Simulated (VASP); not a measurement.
The system is FeNi.

```
Fe Ni
1.0
     2.51218    0.00000    0.00000
     0.00000    2.51218    0.00000
     0.00000    0.00000    3.53076
Fe Ni
1 1
Direct
  0.00000 0.00000 0.00000
  0.50000 0.50000 0.50000
```

```yaml
Program: VASP 6.6.1
Task: relaxation of cell and atoms
Functional: PBEsol
Potentials_or_basis: VASP PAW PBE potentials, release 64 (Fe, Ni)
Cutoff: 600 eV
k_mesh: 16 × 16 × 12
Occupations: gaussian, width 0.1 eV
Spin: collinear spin, ferromagnetic start
Starting_moments: "[2.91, 0.78] μB"
```

At the start: pressure -6.5 GPa; volume 11.14 Å³/atom.

Problem. Where does the relaxation end?

Solution. Over 11 steps the energy falls by 8.8 meV/atom and the volume is 10.76 Å³/atom (-3.4 %); space group P4/mmm (No. 123, to 0.05 Å); moment 3.16 μB per cell.

The path:
```csv
step,energy change (eV),largest force (eV/Å),pressure (GPa),volume (Å³)
1,0.0000,0.0000,-6.49,22.28
2,-0.0024,0.0000,7.15,20.86
3,-0.0162,0.0000,0.21,21.52
4,-0.0162,0.0000,0.09,21.54
5,-0.0171,0.0000,-0.01,21.54
6,-0.0175,0.0000,-0.24,21.54
7,-0.0176,0.0000,-0.19,21.54
8,-0.0176,0.0000,-0.17,21.54
9,-0.0176,0.0000,0.15,21.50
10,-0.0176,0.0000,0.04,21.52
11,-0.0176,0.0000,0.01,21.52
```

Final structure:
```cif
data_structure
_symmetry_space_group_name_H-M 'P 1'
_symmetry_Int_Tables_number 1
_cell_length_a 2.4683
_cell_length_b 2.4683
_cell_length_c 3.5326
_cell_angle_alpha 90.000
_cell_angle_beta 90.000
_cell_angle_gamma 90.000
_cell_volume 21.52
loop_
_atom_site_label
_atom_site_type_symbol
_atom_site_fract_x
_atom_site_fract_y
_atom_site_fract_z
_atom_site_occupancy
Fe1 Fe 0.00000 0.00000 0.00000 1
Ni1 Ni 0.50000 0.50000 0.50000 1
```

Caveat: the PAW data sets were made with another functional, which shifts forces and pressure a little.
